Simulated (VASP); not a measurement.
# BN (Pm) in VASP: notebook, part 2 of 2

VASP 6.6.1. Earlier steps stand in the parts before.

## (3) Single point, LDA (mode 9 (1350.8 1/cm) frozen in, largest displacement +0.225 Å)

File INCAR:

```
ALGO = Normal ; EDIFF = 1E-7
ENCUT = 520 ; GGA = CA
ISIF = 2 ; ISMEAR = 0
LASPH = T ; LCHARG = F
LREAL = F ; LWAVE = F
NBANDS = 16 ; NELM = 100
PREC = Accurate ; SIGMA = 0.05
```

File KPOINTS:

```
k-points
0
Gamma
  12 12 4
```

File POSCAR:

```
BN
1.0
    2.5039917043      0.0000000000      0.0000000000
   -1.2519958522      2.1685204268      0.0000000000
    0.0000000000      0.0000000000      6.6612000000
B N
2 2
Direct
    0.4231898611      0.6666666667      0.2500000000
    0.6667043328      0.3333333333      0.7500000000
    0.3333376158      0.6666666667      0.7500000000
    0.5972859127      0.3333333333      0.2500000000
```

Potentials or basis: VASP PAW LDA potentials, release 64 (B, N).

Launch:

```
> cat potpaw_LDA.64/B/POTCAR potpaw_LDA.64/N/POTCAR > POTCAR
> mpirun -np 1 vasp_std > vasp.out
```

Run time: 98 s. Hardware: 1 thread of Intel Xeon 6975P-C, shared host; peak memory 0.21 GiB.

Results (log left out):

* Free energy: -35.0827 eV
* Pressure: 27.8 GPa
* Largest force: 23.559 eV/Å
* Band gap on the k mesh: 1.98 eV, indirect (least direct gap 3.16 eV)

Forces on the atoms (eV/Å):
```
B   -19.116  13.732   0.000
B    -0.003  -0.003   0.000
N    -0.013   0.019   0.000
N    19.132 -13.748   0.000
```

Stress tensor (GPa, compression positive):
```
 51.35 -40.94   0.00
-40.94  32.76   0.00
  0.00   0.00  -0.85
```

Levels at points of the mesh, in eV from the valence-band top:
| k point | band 4 | band 5 | band 6 | band 7 | band 8 | band 9 | band 10 | band 11 | band 12 | band 13 |
| --- | --- | --- | --- | --- | --- | --- | --- | --- | --- | --- |
| (0.00, 0.00, 0.00) | -6.77 | -6.06 | -3.15 | -3.15 | 0.00 | 3.16 | 6.95 | 8.22 | 9.66 | 9.67 |
| (0.50, 0.00, 0.00) | -9.88 | -7.51 | -5.95 | -4.32 | -2.54 | 2.64 | 6.55 | 6.89 | 7.97 | 10.75 |
| (0.00, 0.50, 0.00) | -10.37 | -5.95 | -3.78 | -3.56 | -2.43 | 2.37 | 4.03 | 4.17 | 7.87 | 10.55 |
| (0.50, 0.50, 0.00) | -10.33 | -5.95 | -4.14 | -2.92 | -2.55 | 2.28 | 3.03 | 7.54 | 7.93 | 9.54 |
| (0.00, 0.00, 0.50) | -7.23 | -6.71 | -3.15 | -3.15 | 0.00 | 5.36 | 5.44 | 7.18 | 9.66 | 9.67 |
| (0.50, 0.00, 0.50) | -9.90 | -7.51 | -5.95 | -4.13 | -2.76 | 2.77 | 5.84 | 7.13 | 8.06 | 11.26 |
| (0.00, 0.50, 0.50) | -10.39 | -5.95 | -3.80 | -3.22 | -2.74 | 2.75 | 3.33 | 4.09 | 8.06 | 11.27 |
| (0.50, 0.50, 0.50) | -10.34 | -5.95 | -4.14 | -2.75 | -2.54 | 1.98 | 2.72 | 7.69 | 8.12 | 10.35 |

Caveat: the cell differs from its parent crystal (mode 9 (1350.8 1/cm) frozen in, largest displacement +0.225 Å); forces of over 1 eV/Å act on the atoms, so gaps and moduli don't describe the material at rest. A k mesh can miss the band edges.

## (4) Single point, LDA (mode 9 (1350.8 1/cm) frozen in, largest displacement -0.150 Å)

File INCAR:

```
PREC = Accurate
ENCUT = 520
EDIFF = 1E-6
ISMEAR = 0
SIGMA = 0.05
LREAL = False
LASPH = True
NELM = 60
ALGO = Normal
ISIF = 2
LWAVE = False
LCHARG = False
GGA = CA
NBANDS = 16
```

File KPOINTS:

```
Automatic mesh
0
Gamma
  12 12 4
```

File POSCAR:

```
BN
1.0
    2.5039917043      0.0000000000      0.0000000000
   -1.2519958522      2.1685204268      0.0000000000
    0.0000000000      0.0000000000      6.6612000000
B N
2 2
Direct
    0.2734289815      0.6666666667      0.2500000000
    0.6666415559      0.3333333333      0.7500000000
    0.3333304784      0.6666666667      0.7500000000
    0.7129205026      0.3333333333      0.2500000000
```

Potentials or basis: VASP PAW LDA potentials, release 64 (B, N).

Launch:

```
> cat potpaw_LDA.64/B/POTCAR potpaw_LDA.64/N/POTCAR > POTCAR
> mpirun -np 1 vasp_std > vasp.out
```

OUTCAR:

```text
PREC = Accurate
   ENCUT = 520
   EDIFF = 1E-6
   ISMEAR = 0
   LREAL = False
   LASPH = True
   NELM = 60
   ISIF = 2
   GGA = CA

 ion  position               nearest neighbor table
   1  0.273  0.667  0.250-   4 1.22   4 1.47   4 1.68
   2  0.667  0.333  0.750-   3 1.45   3 1.45   3 1.45
   3  0.333  0.667  0.750-   2 1.45   2 1.45   2 1.45
   4  0.713  0.333  0.250-   1 1.22   1 1.47   1 1.68

  LATTYP: Found a hexagonal cell.
 ALAT       =     2.5039917043
 C/A-ratio  =     2.6602324555

[... 652 lines left out ...]

  FORCE on cell =-STRESS in cart. coord.  units (eV):
  Direction    XX          YY          ZZ          XY          YZ          ZX
  --------------------------------------------------------------------------------------
  -------------------------------------------------------------------------------------
  Total        4.4204508      2.1827310     -0.1898838      4.5502612      0.0000000      0.0000000
  in kB      195.8070231     96.6856276     -8.4110365    201.5570698      0.0000000      0.0000000
  external PRESSURE =      94.6938714 kB  Pullay stress =       0.0000000 kB

 VOLUME and BASIS-vectors are now :
 -----------------------------------------------------------------------------
  energy-cutoff  :      520.00
  volume of cell :       36.17
      direct lattice vectors                 reciprocal lattice vectors
     2.503991704  0.000000000  0.000000000     0.399362345  0.230571958  0.000000000
    -1.251995852  2.168520427  0.000000000     0.000000000  0.461143915  0.000000000
     0.000000000  0.000000000  6.661200000     0.000000000  0.000000000  0.150123101

 POSITION                                       TOTAL-FORCE (eV/Angst)
 -----------------------------------------------------------------------------------
     -0.15000      1.44568      1.66530        11.494238      5.139331      0.000000
      1.25193      0.72284      4.99590         0.003675     -0.001308      0.000000
     -0.00001      1.44568      4.99590         0.005676      0.011031      0.000000
      1.36782      0.72284      1.66530       -11.503588     -5.149054      0.000000
 -----------------------------------------------------------------------------------
    total drift:                               -0.000301     -0.000129     -0.000000

  FREE ENERGIE OF THE ION-ELECTRON SYSTEM (eV)
  ---------------------------------------------------
  free  energy   TOTEN  =       -37.0890053488 eV

  energy  without entropy=      -37.0890053488  energy(sigma->0) =      -37.08900535
```

OSZICAR:

```text
N       E                     dE             d eps       ncg     rms          rms(c)
DAV:   1     0.453012091495E+02    0.45301E+02   -0.80010E+03  7136   0.920E+02
DAV:   2    -0.386679174491E+02   -0.83969E+02   -0.76798E+02  9808   0.212E+02
DAV:   3    -0.416636837582E+02   -0.29958E+01   -0.29846E+01  9008   0.399E+01
DAV:   4    -0.416795188818E+02   -0.15835E-01   -0.15833E-01  9160   0.332E+00
DAV:   5    -0.416796597108E+02   -0.14083E-03   -0.14082E-03  9104   0.291E-01    0.120E+01
DAV:   6    -0.376266396404E+02    0.40530E+01   -0.65338E+00  8824   0.196E+01    0.514E+00
DAV:   7    -0.372162344657E+02    0.41041E+00   -0.56249E-01  9840   0.545E+00    0.310E+00
DAV:   8    -0.370925464857E+02    0.12369E+00   -0.26752E-01  9312   0.371E+00    0.429E-01
DAV:   9    -0.370891127305E+02    0.34338E-02   -0.18713E-02  8064   0.108E+00    0.228E-01
DAV:  10    -0.370889846154E+02    0.12812E-03   -0.92502E-04  9800   0.235E-01    0.633E-02
DAV:  11    -0.370890048710E+02   -0.20256E-04   -0.11612E-04  9448   0.870E-02    0.342E-02
DAV:  12    -0.370890049440E+02   -0.73035E-07   -0.12186E-05  9952   0.278E-02    0.899E-03
DAV:  13    -0.370890053488E+02   -0.40478E-06   -0.10554E-06  8032   0.784E-03
   1 F= -.37089005E+02 E0= -.37089005E+02  d E =-.634462E-12
```

Run time: 84 s. Hardware: 1 thread of Intel Xeon 6975P-C, shared host; peak memory 0.21 GiB.

Results:

* Free energy: -37.0890 eV
* Pressure: 9.5 GPa
* Largest force: 12.603 eV/Å
* Band gap on the k mesh: 2.10 eV, indirect (least direct gap 3.50 eV)

Forces in eV/Å, atoms in the order of the input:
```
B    11.494   5.139   0.000
B     0.004  -0.001   0.000
N     0.006   0.011   0.000
N   -11.504  -5.149   0.000
```

Stress tensor (GPa, compression positive):
```
19.58 20.16  0.00
20.16  9.67  0.00
 0.00  0.00 -0.84
```

Levels at points of the mesh, in eV from the valence-band top:
```csv
k point,band 5,band 6,band 7,band 8,band 9,band 10,band 11,band 12
"(0.00, 0.00, 0.00)",-5.50,-2.77,-2.77,0.00,3.49,7.02,8.59,10.04
"(0.50, 0.00, 0.00)",-5.57,-4.26,-2.60,-1.84,2.29,3.49,8.03,8.40
"(0.00, 0.50, 0.00)",-5.57,-4.51,-3.03,-1.96,2.68,4.27,6.09,8.26
"(0.50, 0.50, 0.00)",-6.79,-5.57,-3.57,-2.10,2.96,5.79,7.53,8.36
"(0.00, 0.00, 0.50)",-5.49,-2.77,-2.77,0.00,5.73,5.85,7.19,10.05
"(0.50, 0.00, 0.50)",-5.57,-4.26,-2.37,-1.90,2.10,3.11,8.30,8.48
"(0.00, 0.50, 0.50)",-5.57,-4.51,-2.59,-2.37,3.12,3.37,6.17,8.45
"(0.50, 0.50, 0.50)",-6.79,-5.57,-3.31,-2.38,3.14,5.12,7.79,8.44
```

Caveat: the cell differs from its parent crystal (mode 9 (1350.8 1/cm) frozen in, largest displacement -0.150 Å); forces of over 1 eV/Å act on the atoms, so gaps and moduli don't describe the material at rest. A k mesh can miss the band edges.

## (5) Single point, LDA (mode 9 (1350.8 1/cm) frozen in, largest displacement +0.075 Å)

File INCAR:

```
SYSTEM = BN
PREC = Accurate ; ENCUT = 520
EDIFF = 1E-6 ; ISMEAR = 0
SIGMA = 0.05 ; LREAL = .FALSE.
LASPH = .TRUE. ; NELM = 60
ALGO = Normal ; ISIF = 2
LWAVE = .FALSE. ; LCHARG = .FALSE.
GGA = CA ; NBANDS = 16
```

File KPOINTS:

```
regular mesh
0
G
  12 12 4
  0 0 0
```

File POSCAR:

```
BN
1.0
    2.5039917043      0.0000000000      0.0000000000
   -1.2519958522      2.1685204268      0.0000000000
    0.0000000000      0.0000000000      6.6612000000
B N
2 2
Direct
    0.3632855092      0.6666666667      0.2500000000
    0.6666792220      0.3333333333      0.7500000000
    0.3333347608      0.6666666667      0.7500000000
    0.6435397487      0.3333333333      0.2500000000
```

Launch:

```
> cat potpaw_LDA.64/B/POTCAR potpaw_LDA.64/N/POTCAR > POTCAR
> mpirun -np 1 vasp_std > vasp.out
```

It took 84 s on 1 thread of Intel Xeon 6975P-C, shared host; peak memory 0.21 GiB.

Results (log left out):

| Quantity | Value |
| --- | --- |
| Free energy | -38.2090 eV |
| Pressure | -0.8 GPa |
| Largest force | 5.621 eV/Å |
| Band gap on the k mesh | 3.59 eV, indirect (least direct gap 4.13 eV) |

Forces on the atoms (eV/Å):
```
B   -5.497  1.151  0.000
B   -0.003  0.000  0.000
N   -0.001  0.003  0.000
N    5.501 -1.153  0.000
```

Stress tensor (GPa, compression positive):
```
 0.46 -7.93  0.00
-7.93 -2.13  0.00
 0.00  0.00 -0.82
```

Levels at points of the mesh, in eV from the valence-band top:
| k point | band 6 | band 7 | band 8 | band 9 | band 10 | band 11 |
| --- | --- | --- | --- | --- | --- | --- |
| (0.00, 0.00, 0.00) | -1.53 | -1.53 | 0.00 | 4.72 | 9.36 | 9.80 |
| (0.50, 0.00, 0.00) | -4.33 | -1.97 | -0.77 | 4.09 | 6.04 | 9.07 |
| (0.00, 0.50, 0.00) | -4.04 | -1.70 | -0.66 | 3.88 | 5.35 | 8.80 |
| (0.50, 0.50, 0.00) | -3.64 | -1.48 | -0.53 | 3.60 | 4.90 | 9.31 |
| (0.00, 0.00, 0.50) | -1.53 | -1.53 | 0.00 | 7.09 | 7.11 | 9.40 |
| (0.50, 0.00, 0.50) | -4.33 | -1.60 | -1.14 | 4.36 | 5.30 | 9.40 |
| (0.00, 0.50, 0.50) | -4.05 | -1.19 | -1.14 | 4.36 | 4.41 | 8.99 |
| (0.50, 0.50, 0.50) | -3.65 | -1.14 | -0.78 | 3.64 | 4.35 | 9.70 |

Caveat: the cell differs from its parent crystal (mode 9 (1350.8 1/cm) frozen in, largest displacement +0.075 Å); forces of over 1 eV/Å act on the atoms, so gaps and moduli don't describe the material at rest. A k mesh can miss the band edges.
